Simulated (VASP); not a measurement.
# Tl in VASP: further runs

Runs on Tl. Level: LDA. Tasks: electric field gradients, single point.

Everything below comes from runs of VASP 6.6.1. Logs are shortened: lines on timing, memory, paths and dates and some standing lists are left out, and cuts for length are marked.

## 1. The cell of the first run

It takes space group Im-3m (No. 229, cubic). The conventional cell has a = 3.882 Å, b = 3.882 Å, c = 3.882 Å, α = 90.00°, β = 90.00°, γ = 90.00°. Tl (site symmetry m-3m) has 14 Tl at 3.36 to 3.88 Å within 4.4 Å.

This isn't the form of Tl at room conditions, which is hcp.

## 2. Electric field gradients, LDA

Input file INCAR:

```
ALGO = Normal
EDIFF = 1E-8
ENCUT = 520
ISIF = 2
ISMEAR = -1
LASPH = True
LCHARG = False
LEFG = True
LREAL = False
LWAVE = False
NBANDS = 12
NELM = 100
PREC = Accurate
SIGMA = 0.05
```

Input file KPOINTS:

```
k-points
0
Gamma
  13 13 13
```

Input file POSCAR:

```
Tl
1.0
   -1.9410000000      1.9410000000      1.9410000000
    1.9410000000     -1.9410000000      1.9410000000
    1.9410000000      1.9410000000     -1.9410000000
Tl
1
Direct
    0.0000000000      0.0000000000      0.0000000000
```

Potentials or basis: VASP PAW LDA potentials, release 64 (Tl_d).

On the command line:

```sh
$ cat potpaw_LDA.64/Tl_d/POTCAR > POTCAR
$ mpirun -np 1 vasp_std > vasp.out
```

OUTCAR:

```text
EDIFF = 1E-8
   ENCUT = 520
   ISIF = 2
   ISMEAR = -1
   LASPH = True
   LREAL = False
   NELM = 100
   PREC = Accurate

 ion  position               nearest neighbor table
   1  0.000  0.000  0.000-

  LATTYP: Found a body centered cubic cell.
 ALAT       =     3.8820000000

  Lattice vectors:

 A1 = (  -1.9410000000,   1.9410000000,   1.9410000000)
 A2 = (   1.9410000000,  -1.9410000000,   1.9410000000)
 A3 = (   1.9410000000,   1.9410000000,  -1.9410000000)

Analysis of symmetry for initial positions (statically):
=====================================================================
 Subroutine PRICEL returns:
 Original cell was already a primitive cell.

 Routine SETGRP: Setting up the symmetry group for a
 body centered cubic supercell.

 Subroutine GETGRP returns: Found 48 space group operations
 (whereof 48 operations were pure point group operations)
 out of a pool of 48 trial point group operations.

The static configuration has the point symmetry O_h .

Analysis of symmetry for dynamics (positions and initial velocities):
=====================================================================
 Subroutine PRICEL returns:
 Original cell was already a primitive cell.

 Routine SETGRP: Setting up the symmetry group for a
 body centered cubic supercell.

 Subroutine GETGRP returns: Found 48 space group operations
 (whereof 48 operations were pure point group operations)
 out of a pool of 48 trial point group operations.

The dynamic configuration has the point symmetry O_h .

 Subroutine INISYM returns: Found 48 space group operations
 (whereof 48 operations are pure point group operations),
 and found     1 'primitive' translations

----------------------------------------------------------------------------------------

                                     Primitive cell

  volume of cell :      29.2507

  direct lattice vectors                    reciprocal lattice vectors
    -1.941000000  1.941000000  1.941000000     0.000000000  0.257599176  0.257599176
     1.941000000 -1.941000000  1.941000000     0.257599176  0.000000000  0.257599176
     1.941000000  1.941000000 -1.941000000     0.257599176  0.257599176  0.000000000

  length of vectors
     3.361910617  3.361910617  3.361910617     0.364300248  0.364300248  0.364300248

  position of ions in fractional coordinates (direct lattice)
     0.000000000  0.000000000  0.000000000

  ion indices of the primitive-cell ions
   primitive index   ion index
                 1           1

----------------------------------------------------------------------------------------

 KPOINTS: k-points

Automatic generation of k-mesh.
 Grid dimensions read from file:
 generate k-points for:   13   13   13

 Generating k-lattice:

  Cartesian coordinates                     Fractional coordinates (reciprocal lattice)
     0.000000000  0.019815321  0.019815321     0.076923077  0.000000000  0.000000000
     0.019815321  0.000000000  0.019815321     0.000000000  0.076923077  0.000000000
     0.019815321  0.019815321  0.000000000     0.000000000  0.000000000  0.076923077

  Length of vectors
     0.028023096  0.028023096  0.028023096

  Shift w.r.t. Gamma in fractional coordinates (k-lattice)
     0.000000000  0.000000000  0.000000000

 Subroutine IBZKPT returns following result:
 ===========================================

 Found     84 irreducible k-points:

 Following reciprocal coordinates:
            Coordinates               Weight
  0.000000  0.000000  0.000000      1.000000
  0.076923  0.000000  0.000000     12.000000
  0.153846  0.000000  0.000000     12.000000
  0.230769  0.000000  0.000000     12.000000
  0.307692  0.000000  0.000000     12.000000
  0.384615  0.000000  0.000000     12.000000
[... 16 lines left out ...]
  0.153846  0.076923  0.076923     24.000000
  0.230769  0.076923  0.076923     24.000000
 [... further k-points ...]
   k-points           NKPTS =     84   k-points in BZ     NKDIM =     84   number of bands    NBANDS=     12
   number of dos      NEDOS =    301   number of ions     NIONS =      1
   total plane-waves  NPLWV =  21952
   dimension x,y,z NGX =    28 NGY =   28 NGZ =   28
   dimension x,y,z NGXF=    56 NGYF=   56 NGZF=   56
   ions per type =               1
   NGX,Y,Z   is equivalent  to a cutoff of  13.85, 13.85, 13.85 a.u.
   NGXF,Y,Z  is equivalent  to a cutoff of  27.69, 27.69, 27.69 a.u.
 SYSTEM =  unknown system
   PREC   = accura    normal or accurate (medium, high low for compatibility)
   ISTART =      0    job   : 0-new  1-cont  2-samecut
   ICHARG =      2    charge: 1-file 2-atom 10-const
   ISPIN  =      1    spin polarized calculation?
   LNONCOLLINEAR =      F non collinear calculations
   LSORBIT =      F    spin-orbit coupling
   LASPH  =      T    aspherical Exc in radial PAW
   ENCUT  =  520.0 eV  38.22 Ry    6.18 a.u.   6.25  6.25  6.25*2*pi/ulx,y,z
   NELM   =    100;   NELMIN=  2; NELMDL= -5     # of ELM steps
   EDIFF  = 0.1E-07   stopping-criterion for ELM
   LREAL  =      F    real-space projection
   EDIFFG = 0.1E-06   stopping-criterion for IOM
   NSW    =      0    number of steps for IOM
   IBRION =     -1    ionic relax: 0-MD 1-quasi-New 2-CG
   NFREE  =      0    steps in history (QN), initial steepest desc. (CG)
   ISIF   =      2    stress and relaxation
   ISYM   =      2    0-nonsym 1-usesym 2-fastsym
   POTIM  = 0.5000    time-step for ionic-motion
   TEBEG  =    0.0;   TEEND  =   0.0 temperature during run
   PSTRESS=    0.0 pullay stress
   NELECT =      13.0000    total number of electrons
   NUPDOWN=      -1.0000    fix difference up-down
   EMIN   =  10.00;   EMAX   =-10.00  energy-range for DOS
   EFERMI =   0.00;   METHOD = LEGACY
   ISMEAR =    -1;   SIGMA  =   0.05  broadening in eV -4-tet -1-fermi 0-gaus
   EFERMI_NEDOS =   21; number of points for ismear=-14 and -15
   IALGO  =     38    algorithm
   IMIX   =      4    mixing-type and parameters
     AMIX     =   0.40;   BMIX     =  1.00
     AMIX_MAG =   1.60;   BMIX_MAG =  1.00
  volume/ion in A,a.u.               =      29.25       197.39
  Fermi-wavevector in a.u.,A,eV,Ry     =   1.249330  2.360891 21.236311  1.560825
  Thomas-Fermi vector in A             =   2.383375
   LORBIT       =      0    0 simple, 1 ext, 2 COOP (PROOUT), +10 PAW based schemes
   GGA     = CA    functional components
   LHFCALC =     F    Hartree Fock is set to
   AEXX    =    0.0000 exact exchange contribution
   IVDW    =     0    specifies the selected vdW correction
   LEPSILON=     F    determine dielectric tensor
   LRPA    =     F    only Hartree local field effects (RPA)
 non-spin polarized calculation
  energy-cutoff  :      520.00
  volume of cell :       29.25
 maximum number of plane-waves:       802
 NGX is ok and might be reduce to    28
   NGX = 13   NGY = 13   NGZ = 13

 number of electron      13.0000002 magnetization

 Free energy of the ion-electron system (eV)
  ---------------------------------------------------
  ext. energy  EPLUGINS =         0.00000000
  ---------------------------------------------------
  free energy    TOTEN  =        -2.91508494 eV

  energy without entropy =       -2.90945162  energy(sigma->0) =       -2.91226828

 E-fermi :   6.0085     XC(G=0): -10.3951

 val. band max:        5.9628932009   @ k =  -0.3846   0.3846   0.1538
 cond. band min:       6.0140941769   @ k =  -0.3077   0.4615   0.0769
 fundamental gap:      0.0512009760
 Fermi energy:         6.0084507007

 k-point     1 :       0.0000    0.0000    0.0000
  band No.  band energies     occupation
      1      -5.5412      2.00000
      2      -5.5412      2.00000
      3      -5.5412      2.00000
      4      -5.1248      2.00000
      5      -5.1248      2.00000
      6      -3.8606      2.00000
      7      16.5720      0.00000
      8      16.5720      0.00000
      9      16.5720      0.00000
     10      18.3542      0.00000
     11      18.3542      0.00000
     12      18.3542      0.00000

 k-point     2 :       0.0769    0.0000    0.0000
  band No.  band energies     occupation
      1      -5.5514      2.00000
      2      -5.5338      2.00000
      3      -5.5048      2.00000
      4      -5.1359      2.00000
      5      -5.1249      2.00000
      6      -3.7289      2.00000
      7      15.2198      0.00000
      8      16.0926      0.00000
      9      16.2932      0.00000
     10      17.8634      0.00000
     11      18.2366      0.00000
     12      18.3141      0.00000

 k-point     3 :       0.1538    0.0000    0.0000
  band No.  band energies     occupation
      1      -5.5796      2.00000
      2      -5.5249      2.00000
      3      -5.4023      2.00000
      4      -5.1625      2.00000
      5      -5.1252      2.00000
      6      -3.3248      2.00000
      7      12.6975      0.00000
      8      15.0408      0.00000
      9      15.5471      0.00000
     10      17.2394      0.00000
     11      17.9733      0.00000
     12      18.5778      0.00000

 k-point     4 :       0.2308    0.0000    0.0000
  band No.  band energies     occupation
      1      -5.6190      2.00000
      2      -5.5409      2.00000
      3      -5.2532      2.00000
      4      -5.1828      2.00000
      5      -5.1253      2.00000
      6      -2.6389      2.00000
      7      10.0994      0.00000
      8      13.8950      0.00000
      9      14.6870      0.00000
     10      16.7342      0.00000
     11      17.6953      0.00000
     12      19.2383      0.00000

 k-point     5 :       0.3077    0.0000    0.0000
  band No.  band energies     occupation
      1      -5.6605      2.00000
      2      -5.5889      2.00000
      3      -5.1808      2.00000
      4      -5.1248      2.00000
      5      -5.0884      2.00000
      6      -1.6800      2.00000
      7       7.6531      0.00000
      8      12.8925      0.00000
      9      13.9478      0.00000
     10      16.3797      0.00000
     11      17.4679      0.00000
     12      20.1793      0.00000
[... 228 lines left out ...]
      1      -5.6675      2.00000
      2      -5.3839      2.00000
      3      -5.2833      2.00000
      4      -5.1175      2.00000
      5      -5.0523      2.00000
      6       1.5712      2.00000
      7       5.2586      2.00000
      8       6.3780      0.00123
      9      12.2770      0.00000
     10      19.2641      0.00000
     11      19.2823      0.00000
     12      20.4907      0.00000

 k-point    22 :       0.0769    0.0769    0.0769
  band No.  band energies     occupation
      1      -5.5657      2.00000
      2      -5.5657      2.00000
      3      -5.3432      2.00000
      4      -5.1458      2.00000
      5      -5.1458      2.00000
      6      -3.0469      2.00000
      7      11.8718      0.00000
      8      13.9856      0.00000
      9      13.9856      0.00000
     10      18.7707      0.00000
     11      18.7707      0.00000
     12      19.0432      0.00000

 k-point    23 :       0.1538    0.0769    0.0769
  band No.  band energies     occupation
      1      -5.6054      2.00000
      2      -5.5589      2.00000
      3      -5.2395      2.00000
      4      -5.1645      2.00000
      5      -5.1362      2.00000
      6      -2.3554      2.00000
      7       9.8301      0.00000
      8      12.4212      0.00000
      9      13.1213      0.00000
     10      18.9181      0.00000
     11      19.2750      0.00000
     12      19.6220      0.00000

 k-point    24 :       0.2308    0.0769    0.0769
  band No.  band energies     occupation
      1      -5.6442      2.00000
      2      -5.5715      2.00000
      3      -5.1746      2.00000
      4      -5.1289      2.00000
      5      -5.1164      2.00000
      6      -1.4052      2.00000
      7       7.6676      0.00000
      8      11.3004      0.00000
      9      12.4320      0.00000
     10      18.5910      0.00000
     11      19.1538      0.00000
     12      20.6134      0.00000

 [... further k-points ...]
[... 5 lines left out ...]
  --------------------------------------------------------------------------------------
  -------------------------------------------------------------------------------------
  Total       -0.4463351     -0.4463351     -0.4463351     -0.0000000     -0.0000000      0.0000000
  in kB      -24.4475321    -24.4475321    -24.4475321     -0.0000000     -0.0000000      0.0000000
  external PRESSURE =     -24.4475321 kB  Pullay stress =       0.0000000 kB

 VOLUME and BASIS-vectors are now :
 -----------------------------------------------------------------------------
  energy-cutoff  :      520.00
  volume of cell :       29.25
      direct lattice vectors                 reciprocal lattice vectors
    -1.941000000  1.941000000  1.941000000     0.000000000  0.257599176  0.257599176
     1.941000000 -1.941000000  1.941000000     0.257599176  0.000000000  0.257599176
     1.941000000  1.941000000 -1.941000000     0.257599176  0.257599176  0.000000000

 POSITION                                       TOTAL-FORCE (eV/Angst)
 -----------------------------------------------------------------------------------
      0.00000      0.00000      0.00000        -0.000000      0.000000     -0.000000
 -----------------------------------------------------------------------------------
    total drift:                               -0.000000     -0.000000     -0.000000

  FREE ENERGIE OF THE ION-ELECTRON SYSTEM (eV)
  ---------------------------------------------------
  free  energy   TOTEN  =        -2.9150849380 eV

  energy  without entropy=       -2.9094516170  energy(sigma->0) =       -2.91226828

 Electric field gradients (V/A^2)
---------------------------------------------------------------------
 ion       V_xx      V_yy      V_zz      V_xy      V_xz      V_yz
---------------------------------------------------------------------
   1      -0.000     0.000     0.000     0.001     0.001     0.001
---------------------------------------------------------------------

 Electric field gradients after diagonalization (V/A^2)
 (convention: |V_zz| > |V_xx| > |V_yy|)
----------------------------------------------------------------------
 ion       V_xx      V_yy      V_zz     asymmetry (V_yy - V_xx)/ V_zz
----------------------------------------------------------------------
   1      -0.001    -0.001     0.001       0.000
----------------------------------------------------------------------

           NMR quadrupolar parameters

 Cq : quadrupolar parameter    Cq=e*Q*V_zz/h
 eta: asymmetry parameters     (V_yy - V_xx)/ V_zz
 Q  : nuclear electric quadrupole moment in mb (millibarn)
----------------------------------------------------------------------
 ion       Cq(MHz)       eta       Q (mb)
----------------------------------------------------------------------
   1       0.000       0.000       1.000
----------------------------------------------------------------------
```

Wall time 38 s (1 thread of Intel Xeon 8259CL, shared host); peak memory 0.16 GiB.

Results:

```yaml
Free_energy: -2.9151 eV
Pressure: -2.4 GPa
Band_gap_on_the_k_mesh: zero (an odd number of electrons rules out a gap without spin polarisation)
Largest_electric_field_gradient_by_atom: zero within the noise of the run
```

Caveat: spin-orbit coupling is left out, which moves the levels of the heavy elements.

## 3. Single point, LDA

POSCAR is that of step 2.

Input file INCAR.step1:

```
ALGO = Normal
EDIFF = 1E-7
ENCUT = 520
ISIF = 2
ISMEAR = -1
LASPH = T
LCHARG = T
LREAL = F
LWAVE = F
NBANDS = 12
NELM = 60
PREC = Accurate
SIGMA = 0.05
```

Input file KPOINTS.step1:

```
k-points
0
Gamma
  13 13 13
```

Input file INCAR.step2:

```
ALGO = Normal
EDIFF = 1E-7
ENCUT = 520
ICHARG = 11
ISIF = 2
ISMEAR = -5
LASPH = T
LCHARG = F
LORBIT = 11
LREAL = F
LWAVE = F
NBANDS = 12
NEDOS = 1001
NELM = 60
PREC = Accurate
SIGMA = 0.05
```

Input file KPOINTS.step2:

```
k-points
0
Gamma
  20 20 20
```

Potentials or basis: VASP PAW LDA potentials, release 64 (Tl_d).

On the command line:

```sh
$ cat potpaw_LDA.64/Tl_d/POTCAR > POTCAR
$ cp INCAR.step1 INCAR
$ cp KPOINTS.step1 KPOINTS
$ mpirun -np 1 vasp_std > vasp.out
$ cp INCAR.step2 INCAR
$ cp KPOINTS.step2 KPOINTS
$ mpirun -np 1 vasp_std > vasp.out
```

Run time: 2 min. Hardware: 1 thread of Intel Xeon 8259CL, shared host; peak memory 0.22 GiB.

Results (log left out):

```yaml
Valence_electrons_inside_the_program's_atomic_spheres: Tl 11.21
```

Levels at points of the mesh, in eV from the Fermi level:
```csv
k point,band 4,band 5,band 6,band 7,band 8,band 9
"(0.00, 0.00, 0.00)",-11.17,-11.17,-9.91,10.52,10.52,10.52
"(0.50, 0.00, 0.00)",-11.17,-10.90,-5.04,-2.66,5.67,7.07
"(0.50, 0.50, 0.50)",-10.97,-10.97,-1.73,1.40,1.40,1.40
```

Caveat: spin-orbit coupling is left out, which moves the levels of the heavy elements; tetrahedron occupations give inexact forces and stress in metals.

[end of part 1 of 2]
